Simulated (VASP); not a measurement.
# Cr3Co (Pm-3m) in VASP: a series of runs

Runs on Cr3Co. Level: PBE. Tasks: single point, relaxation of cell and atoms.

All numbers are computed with VASP 6.6.1; they aren't measurements. Logs are shortened: lines on timing, memory, paths and dates and some standing lists are left out, and cuts for length are marked.

### 1 The cell of the first run

Symmetry: Pm-3m, No. 221, cubic system. Conventional cell: a = 3.565 Å, b = 3.565 Å, c = 3.565 Å, α = 90.00°, β = 90.00°, γ = 90.00°. Within 3.3 Å of Cr (site symmetry 4/mmm) lie 8 Cr at 2.52 Å and 4 Co at 2.52 Å. Co (site symmetry m-3m) has 12 Cr at 2.52 Å within 3.3 Å.

### 2 Single point, PBE

Contents of INCAR:

```
  ALGO = Normal
  EDIFF = 1E-6
  ENCUT = 520
  GGA = PE
  ISIF = 2
  ISMEAR = 0
  LASPH = T
  LCHARG = F
  LREAL = F
  LWAVE = F
  NBANDS = 30
  NELM = 100
  PREC = Accurate
  SIGMA = 0.1
```

Contents of KPOINTS:

```
k-points
0
Gamma
  12 12 12
```

Contents of POSCAR:

```
Cr3Co
1.0
    3.5654892124      0.0000000000      0.0000000000
    0.0000000000      3.5654892124      0.0000000000
    0.0000000000      0.0000000000      3.5654892124
Cr Co
3 1
Direct
    0.0000000000      0.5000000000      0.5000000000
    0.5000000000      0.0000000000      0.5000000000
    0.5000000000      0.5000000000      0.0000000000
    0.0000000000      0.0000000000      0.0000000000
```

Potentials or basis: VASP PAW PBE potentials, release 64 (Cr_pv, Co).

Run with:

```bash
cat potpaw_PBE.64/Cr_pv/POTCAR potpaw_PBE.64/Co/POTCAR > POTCAR
mpirun -np 1 vasp_std > vasp.out
```

OUTCAR:

```text
EDIFF = 1E-6
   ENCUT = 520
   GGA = PE
   ISIF = 2
   ISMEAR = 0
   LASPH = T
   LREAL = F
   NELM = 100
   PREC = Accurate

 ion  position               nearest neighbor table
   1  0.000  0.500  0.500-   2 2.52   3 2.52   4 2.52   3 2.52   4 2.52   2 2.52   4 2.52   4 2.52
                             2 2.52   3 2.52   3 2.52   2 2.52
   2  0.500  0.000  0.500-   1 2.52   3 2.52   4 2.52   3 2.52   4 2.52   1 2.52   3 2.52   3 2.52
                             1 2.52   4 2.52   4 2.52   1 2.52
   3  0.500  0.500  0.000-   1 2.52   2 2.52   4 2.52   1 2.52   2 2.52   2 2.52   4 2.52   2 2.52
                             1 2.52   4 2.52   1 2.52   4 2.52
   4  0.000  0.000  0.000-   1 2.52   2 2.52   3 2.52   1 2.52   2 2.52   1 2.52   3 2.52   1 2.52
                             2 2.52   3 2.52   2 2.52   3 2.52

  LATTYP: Found a simple cubic cell.
 ALAT       =     3.5654892124

  Lattice vectors:

 A1 = (   3.5654892124,   0.0000000000,   0.0000000000)
 A2 = (   0.0000000000,   3.5654892124,   0.0000000000)
 A3 = (   0.0000000000,   0.0000000000,   3.5654892124)

Analysis of symmetry for initial positions (statically):
=====================================================================
 Subroutine PRICEL returns:
 Original cell was already a primitive cell.

 Routine SETGRP: Setting up the symmetry group for a
 simple cubic supercell.

 Subroutine GETGRP returns: Found 48 space group operations
 (whereof 48 operations were pure point group operations)
 out of a pool of 48 trial point group operations.

The static configuration has the point symmetry O_h .

Analysis of symmetry for dynamics (positions and initial velocities):
=====================================================================
 Subroutine PRICEL returns:
 Original cell was already a primitive cell.

 Routine SETGRP: Setting up the symmetry group for a
 simple cubic supercell.

 Subroutine GETGRP returns: Found 48 space group operations
 (whereof 48 operations were pure point group operations)
 out of a pool of 48 trial point group operations.

The dynamic configuration has the point symmetry O_h .

 Subroutine INISYM returns: Found 48 space group operations
 (whereof 48 operations are pure point group operations),
 and found     1 'primitive' translations
[... 94 lines left out ...]
   LNONCOLLINEAR =      F non collinear calculations
   LSORBIT =      F    spin-orbit coupling
   LASPH  =      T    aspherical Exc in radial PAW
   ENCUT  =  520.0 eV  38.22 Ry    6.18 a.u.   6.63  6.63  6.63*2*pi/ulx,y,z
   NELM   =    100;   NELMIN=  2; NELMDL= -5     # of ELM steps
   EDIFF  = 0.1E-05   stopping-criterion for ELM
   LREAL  =      F    real-space projection
   EDIFFG = 0.1E-04   stopping-criterion for IOM
   NSW    =      0    number of steps for IOM
   IBRION =     -1    ionic relax: 0-MD 1-quasi-New 2-CG
   NFREE  =      0    steps in history (QN), initial steepest desc. (CG)
   ISIF   =      2    stress and relaxation
   ISYM   =      2    0-nonsym 1-usesym 2-fastsym
   POTIM  = 0.5000    time-step for ionic-motion
   TEBEG  =    0.0;   TEEND  =   0.0 temperature during run
   PSTRESS=    0.0 pullay stress
   NELECT =      45.0000    total number of electrons
   NUPDOWN=      -1.0000    fix difference up-down
   EMIN   =  10.00;   EMAX   =-10.00  energy-range for DOS
   EFERMI =   0.00;   METHOD = LEGACY
   ISMEAR =     0;   SIGMA  =   0.10  broadening in eV -4-tet -1-fermi 0-gaus
   EFERMI_NEDOS =   21; number of points for ismear=-14 and -15
   IALGO  =     38    algorithm
   IMIX   =      4    mixing-type and parameters
     AMIX     =   0.40;   BMIX     =  1.00
     AMIX_MAG =   1.60;   BMIX_MAG =  1.00
  volume/ion in A,a.u.               =      11.33        76.47
  Fermi-wavevector in a.u.,A,eV,Ry     =   1.633152  3.086209 36.289250  2.667185
  Thomas-Fermi vector in A             =   2.725004
   LORBIT       =      0    0 simple, 1 ext, 2 COOP (PROOUT), +10 PAW based schemes
   GGA     = PE    functional components
   LHFCALC =     F    Hartree Fock is set to
   AEXX    =    0.0000 exact exchange contribution
   IVDW    =     0    specifies the selected vdW correction
   LEPSILON=     F    determine dielectric tensor
   LRPA    =     F    only Hartree local field effects (RPA)
 non-spin polarized calculation
 Gauss-broadening in eV      SIGMA  =   0.10
  energy-cutoff  :      520.00
  volume of cell :       45.33
 maximum number of plane-waves:      1240
 NGX is ok and might be reduce to    28
   NGX = 13   NGY = 13   NGZ = 13

 number of electron      44.9999995 magnetization

 Free energy of the ion-electron system (eV)
  ---------------------------------------------------
  ext. energy  EPLUGINS =         0.00000000
  ---------------------------------------------------
  free energy    TOTEN  =       -34.87210352 eV

  energy without entropy =      -34.84392878  energy(sigma->0) =      -34.85801615

 E-fermi :  10.6027     XC(G=0): -13.6296

 val. band max:       10.6026587895   @ k =   0.2500   0.2500   0.0833
 cond. band min:      10.6092728163   @ k =   0.2500   0.2500   0.2500
 fundamental gap:      0.0066140269
 Fermi energy:        10.6026760123

 k-point     1 :       0.0000    0.0000    0.0000
  band No.  band energies     occupation
      1     -32.5372      2.00000
      2     -32.5372      2.00000
      3     -32.5372      2.00000
      4     -32.1586      2.00000
      5     -32.1586      2.00000
      6     -32.1586      2.00000
[... 781 lines left out ...]
     29      12.3878      0.00000
     30      12.8157      0.00000

 [... further k-points ...]

------------------------ aborting loop because EDIFF is reached ----------------------------------------

  FORCE on cell =-STRESS in cart. coord.  units (eV):
  Direction    XX          YY          ZZ          XY          YZ          ZX
  --------------------------------------------------------------------------------------
  -------------------------------------------------------------------------------------
  Total       -0.1725348     -0.1725348     -0.1725348     -0.0000000     -0.0000000      0.0000000
  in kB       -6.0985971     -6.0985971     -6.0985971     -0.0000000     -0.0000000      0.0000000
  external PRESSURE =      -6.0985971 kB  Pullay stress =       0.0000000 kB

 VOLUME and BASIS-vectors are now :
 -----------------------------------------------------------------------------
  energy-cutoff  :      520.00
  volume of cell :       45.33
      direct lattice vectors                 reciprocal lattice vectors
     3.565489212  0.000000000  0.000000000     0.280466421  0.000000000  0.000000000
     0.000000000  3.565489212  0.000000000     0.000000000  0.280466421  0.000000000
     0.000000000  0.000000000  3.565489212     0.000000000  0.000000000  0.280466421

 POSITION                                       TOTAL-FORCE (eV/Angst)
 -----------------------------------------------------------------------------------
      0.00000      1.78274      1.78274         0.000000      0.000000      0.000000
      1.78274      0.00000      1.78274         0.000000      0.000000      0.000000
      1.78274      1.78274      0.00000         0.000000      0.000000      0.000000
      0.00000      0.00000      0.00000         0.000000      0.000000      0.000000
 -----------------------------------------------------------------------------------
    total drift:                                0.000000      0.000000      0.000000

  FREE ENERGIE OF THE ION-ELECTRON SYSTEM (eV)
  ---------------------------------------------------
  free  energy   TOTEN  =       -34.8721035233 eV

  energy  without entropy=      -34.8439287834  energy(sigma->0) =      -34.85801615
```

Run time: 97 s. Hardware: 1 thread of Intel Xeon Platinum 8488C (Sapphire Rapids), shared host; peak memory 0.22 GiB.

What came out:

```yaml
Free_energy: -34.8721 eV
Pressure: -0.6 GPa
Band_gap_on_the_k_mesh: zero (an odd number of electrons rules out a gap without spin polarisation)
```

Caveat: the run has no spin polarisation, though such a crystal can be magnetic. Spin polarisation is off, so any magnetic state and its effect on volume and gap are missing.

### 3 Relaxation of cell and atoms, PBE

Contents of INCAR:

```
SYSTEM = Cr3Co
ALGO = Normal
EDIFF = 1E-7
EDIFFG = -0.01
ENCUT = 600
GGA = PE
IBRION = 2
ISIF = 3
ISMEAR = 0
LASPH = .True.
LCHARG = .False.
LREAL = .False.
LWAVE = .False.
NELM = 100
NSW = 100
PREC = Accurate
SIGMA = 0.1
```

Contents of KPOINTS:

```
k-points
0
Gamma
  12 12 12
  0 0 0
```

Contents of POSCAR:

```
Cr3Co
1.0
    3.5649956808      0.0000000000      0.0000000000
    0.0000000000      3.5649956808      0.0000000000
    0.0000000000      0.0000000000      3.5649956808
Cr Co
3 1
Direct
    0.0000000000      0.5000000000      0.5000000000
    0.5000000000      0.0000000000      0.5000000000
    0.5000000000      0.5000000000      0.0000000000
    0.0000000000      0.0000000000      0.0000000000
```

Potentials or basis: VASP PAW PBE potentials, release 64 (Cr_pv, Co).

Run with:

```bash
cat potpaw_PBE.64/Cr_pv/POTCAR potpaw_PBE.64/Co/POTCAR > POTCAR
mpirun -np 1 vasp_std > vasp.out
```

OUTCAR:

```text
SYSTEM = Cr3Co
   EDIFF = 1E-7
   EDIFFG = -0.01
   ENCUT = 600
   GGA = PE
   IBRION = 2
   ISIF = 3
   ISMEAR = 0
   LASPH = .True.
   LREAL = .False.
   NELM = 100
   NSW = 100
   PREC = Accurate

 ion  position               nearest neighbor table
   1  0.000  0.500  0.500-   2 2.52   3 2.52   4 2.52   3 2.52   4 2.52   2 2.52   4 2.52   4 2.52
                             2 2.52   3 2.52   3 2.52   2 2.52
   2  0.500  0.000  0.500-   1 2.52   3 2.52   4 2.52   3 2.52   4 2.52   1 2.52   3 2.52   3 2.52
                             1 2.52   4 2.52   4 2.52   1 2.52
   3  0.500  0.500  0.000-   1 2.52   2 2.52   4 2.52   1 2.52   2 2.52   2 2.52   4 2.52   2 2.52
                             1 2.52   4 2.52   1 2.52   4 2.52
   4  0.000  0.000  0.000-   1 2.52   2 2.52   3 2.52   1 2.52   2 2.52   1 2.52   3 2.52   1 2.52
                             2 2.52   3 2.52   2 2.52   3 2.52

  LATTYP: Found a simple cubic cell.
 ALAT       =     3.5649956808

  Lattice vectors:

 A1 = (   3.5649956808,   0.0000000000,   0.0000000000)
 A2 = (   0.0000000000,   3.5649956808,   0.0000000000)
 A3 = (   0.0000000000,   0.0000000000,   3.5649956808)

Analysis of symmetry for initial positions (statically):
=====================================================================
 Subroutine PRICEL returns:
 Original cell was already a primitive cell.

 Routine SETGRP: Setting up the symmetry group for a
 simple cubic supercell.

 Subroutine GETGRP returns: Found 48 space group operations
 (whereof 48 operations were pure point group operations)
 out of a pool of 48 trial point group operations.

The static configuration has the point symmetry O_h .

Analysis of symmetry for dynamics (positions and initial velocities):
=====================================================================
 Subroutine PRICEL returns:
 Original cell was already a primitive cell.

 Routine SETGRP: Setting up the symmetry group for a
 simple cubic supercell.

 Subroutine GETGRP returns: Found 48 space group operations
 (whereof 48 operations were pure point group operations)
 out of a pool of 48 trial point group operations.

The dynamic configuration has the point symmetry O_h .

 Subroutine INISYM returns: Found 48 space group operations
 (whereof 48 operations are pure point group operations),
 and found     1 'primitive' translations

----------------------------------------------------------------------------------------

                                     Primitive cell

  volume of cell :      45.3082

  direct lattice vectors                    reciprocal lattice vectors
     3.564995681  0.000000000  0.000000000     0.280505249  0.000000000  0.000000000
     0.000000000  3.564995681  0.000000000     0.000000000  0.280505249  0.000000000
     0.000000000  0.000000000  3.564995681     0.000000000  0.000000000  0.280505249

  length of vectors
     3.564995681  3.564995681  3.564995681     0.280505249  0.280505249  0.280505249

  position of ions in fractional coordinates (direct lattice)
     0.000000000  0.500000000  0.500000000
     0.500000000  0.000000000  0.500000000
     0.500000000  0.500000000  0.000000000
     0.000000000  0.000000000  0.000000000

  ion indices of the primitive-cell ions
   primitive index   ion index
[... 57 lines left out ...]
 [... further k-points ...]
   k-points           NKPTS =     84   k-points in BZ     NKDIM =     84   number of bands    NBANDS=     27
   number of dos      NEDOS =    301   number of ions     NIONS =      4
   total plane-waves  NPLWV =  21952
   dimension x,y,z NGX =    28 NGY =   28 NGZ =   28
   dimension x,y,z NGXF=    56 NGYF=   56 NGZF=   56
   ions per type =               3   1
   NGX,Y,Z   is equivalent  to a cutoff of  13.06, 13.06, 13.06 a.u.
   NGXF,Y,Z  is equivalent  to a cutoff of  26.11, 26.11, 26.11 a.u.
 SYSTEM =  Cr3Co
   PREC   = accura    normal or accurate (medium, high low for compatibility)
   ISTART =      0    job   : 0-new  1-cont  2-samecut
   ICHARG =      2    charge: 1-file 2-atom 10-const
   ISPIN  =      1    spin polarized calculation?
   LNONCOLLINEAR =      F non collinear calculations
   LSORBIT =      F    spin-orbit coupling
   LASPH  =      T    aspherical Exc in radial PAW
   ENCUT  =  600.0 eV  44.10 Ry    6.64 a.u.   7.12  7.12  7.12*2*pi/ulx,y,z
   NELM   =    100;   NELMIN=  2; NELMDL= -5     # of ELM steps
   EDIFF  = 0.1E-06   stopping-criterion for ELM
   LREAL  =      F    real-space projection
   EDIFFG = -.1E-01   stopping-criterion for IOM
   NSW    =    100    number of steps for IOM
   IBRION =      2    ionic relax: 0-MD 1-quasi-New 2-CG
   NFREE  =      1    steps in history (QN), initial steepest desc. (CG)
   ISIF   =      3    stress and relaxation
   ISYM   =      2    0-nonsym 1-usesym 2-fastsym
   POTIM  = 0.5000    time-step for ionic-motion
   TEBEG  =    0.0;   TEEND  =   0.0 temperature during run
   PSTRESS=    0.0 pullay stress
   NELECT =      45.0000    total number of electrons
   NUPDOWN=      -1.0000    fix difference up-down
   EMIN   =  10.00;   EMAX   =-10.00  energy-range for DOS
   EFERMI =   0.00;   METHOD = LEGACY
   ISMEAR =     0;   SIGMA  =   0.10  broadening in eV -4-tet -1-fermi 0-gaus
   EFERMI_NEDOS =   21; number of points for ismear=-14 and -15
   IALGO  =     38    algorithm
   IMIX   =      4    mixing-type and parameters
     AMIX     =   0.40;   BMIX     =  1.00
     AMIX_MAG =   1.60;   BMIX_MAG =  1.00
  volume/ion in A,a.u.               =      11.33        76.44
  Fermi-wavevector in a.u.,A,eV,Ry     =   1.633378  3.086637 36.299299  2.667923
  Thomas-Fermi vector in A             =   2.725193
   LORBIT       =      0    0 simple, 1 ext, 2 COOP (PROOUT), +10 PAW based schemes
   GGA     = PE    functional components
   LHFCALC =     F    Hartree Fock is set to
   AEXX    =    0.0000 exact exchange contribution
   IVDW    =     0    specifies the selected vdW correction
   LEPSILON=     F    determine dielectric tensor
   LRPA    =     F    only Hartree local field effects (RPA)
 conjugate gradient relaxation of ions
 non-spin polarized calculation
 Gauss-broadening in eV      SIGMA  =   0.10
  energy-cutoff  :      600.00
  volume of cell :       45.31
 maximum number of plane-waves:      1532
   NGX = 15   NGY = 15   NGZ = 15

--------------------------------------- Ionic step        1  -------------------------------------------

 number of electron      44.9999994 magnetization

 Free energy of the ion-electron system (eV)
  ---------------------------------------------------
  ext. energy  EPLUGINS =         0.00000000
  ---------------------------------------------------
  free energy    TOTEN  =       -34.87130556 eV

  energy without entropy =      -34.84314315  energy(sigma->0) =      -34.85722435

------------------------ aborting loop because EDIFF is reached ----------------------------------------

  FORCE on cell =-STRESS in cart. coord.  units (eV):
  Direction    XX          YY          ZZ          XY          YZ          ZX
  --------------------------------------------------------------------------------------
  -------------------------------------------------------------------------------------
  Total       -0.1221816     -0.1221816     -0.1221816      0.0000000      0.0000000     -0.0000000
  in kB       -4.3205539     -4.3205539     -4.3205539      0.0000000      0.0000000     -0.0000000
  external PRESSURE =      -4.3205539 kB  Pullay stress =       0.0000000 kB
[... 63 lines left out ...]
--------------------------------------- Ionic step        3  -------------------------------------------

 number of electron      44.9999993 magnetization

 Free energy of the ion-electron system (eV)
  ---------------------------------------------------
  ext. energy  EPLUGINS =         0.00000000
  ---------------------------------------------------
  free energy    TOTEN  =       -34.87142523 eV

  energy without entropy =      -34.84332487  energy(sigma->0) =      -34.85737505

 E-fermi :  10.6347     XC(G=0): -13.6428

 val. band max:       10.6346021636   @ k =   0.2500   0.2500   0.0833
 cond. band min:      10.6412266626   @ k =   0.2500   0.2500   0.2500
 fundamental gap:      0.0066244989
 Fermi energy:        10.6347390016

 k-point     1 :       0.0000    0.0000    0.0000
  band No.  band energies     occupation
      1     -32.5065      2.00000
      2     -32.5065      2.00000
      3     -32.5065      2.00000
      4     -32.1248      2.00000
      5     -32.1248      2.00000
      6     -32.1248      2.00000
[... 709 lines left out ...]
     26      11.4470      0.00000
     27      11.5447      0.00000

 [... further k-points ...]

------------------------ aborting loop because EDIFF is reached ----------------------------------------

  FORCE on cell =-STRESS in cart. coord.  units (eV):
  Direction    XX          YY          ZZ          XY          YZ          ZX
  --------------------------------------------------------------------------------------
  -------------------------------------------------------------------------------------
  Total        0.0030302      0.0030302      0.0030302      0.0000000      0.0000000     -0.0000000
  in kB        0.1073518      0.1073518      0.1073518      0.0000000      0.0000000     -0.0000000
  external PRESSURE =       0.1073518 kB  Pullay stress =       0.0000000 kB
[... 19 lines left out ...]
  FREE ENERGIE OF THE ION-ELECTRON SYSTEM (eV)
  ---------------------------------------------------
  free  energy   TOTEN  =       -34.8714252309 eV

  energy  without entropy=      -34.8433248721  energy(sigma->0) =      -34.85737505

 reached required accuracy - stopping structural energy minimisation
```

CONTCAR:

```text
Cr3Co
   1.00000000000000
     3.5627761615146558   -0.0000000000000000   -0.0000000000000000
     0.0000000000000000    3.5627761615146558   -0.0000000000000000
     0.0000000000000000    0.0000000000000000    3.5627761615146558
  Cr              Co
     3     1
Direct
     0.0000000000000000    0.5000000000000000    0.5000000000000000
     0.5000000000000000    0.0000000000000000    0.5000000000000000
     0.5000000000000000    0.5000000000000000    0.0000000000000000
     0.0000000000000000    0.0000000000000000    0.0000000000000000

  0.00000000E+00  0.00000000E+00  0.00000000E+00
  0.00000000E+00  0.00000000E+00  0.00000000E+00
  0.00000000E+00  0.00000000E+00  0.00000000E+00
  0.00000000E+00  0.00000000E+00  0.00000000E+00
```

Run time: 3.7 min. Hardware: 1 thread of Intel Xeon Platinum 8488C (Sapphire Rapids), shared host; peak memory 0.24 GiB.

Results:

```yaml
Free_energy: -34.8714 eV
Relaxed_volume: 11.31 Å³/atom
Relaxed_cell: a = 3.563 Å, b = 3.563 Å, c = 3.563 Å, α = 90.00°, β = 90.00°, γ = 90.00°
Space_group_after_relaxing_to_0.1_Å: Pm-3m (No. 221)
Energy_gained_by_relaxing: 0.0 meV/atom
Ionic_steps: 3
Pressure_after_relaxing: 0.0 GPa
Band_gap_on_the_k_mesh: zero (an odd number of electrons rules out a gap without spin polarisation)
```

Step by step:
```csv
step,energy change (eV),largest force (eV/Å),pressure (GPa),volume (Å³)
1,0.0000,0.0000,-0.43,45.31
2,0.0001,0.0000,0.65,45.11
3,-0.0001,0.0000,0.01,45.22
```

Final structure:
```xyz
4
Lattice="3.5628 0.0000 0.0000 0.0000 3.5628 0.0000 0.0000 0.0000 3.5628" Properties=species:S:1:pos:R:3 pbc="T T T"
Cr    0.0000    1.7814    1.7814
Cr    1.7814    0.0000    1.7814
Cr    1.7814    1.7814    0.0000
Co    0.0000    0.0000    0.0000
```

Caveat: the run has no spin polarisation, though such a crystal can be magnetic. Spin polarisation is off, so any magnetic state and its effect on volume and gap are missing.
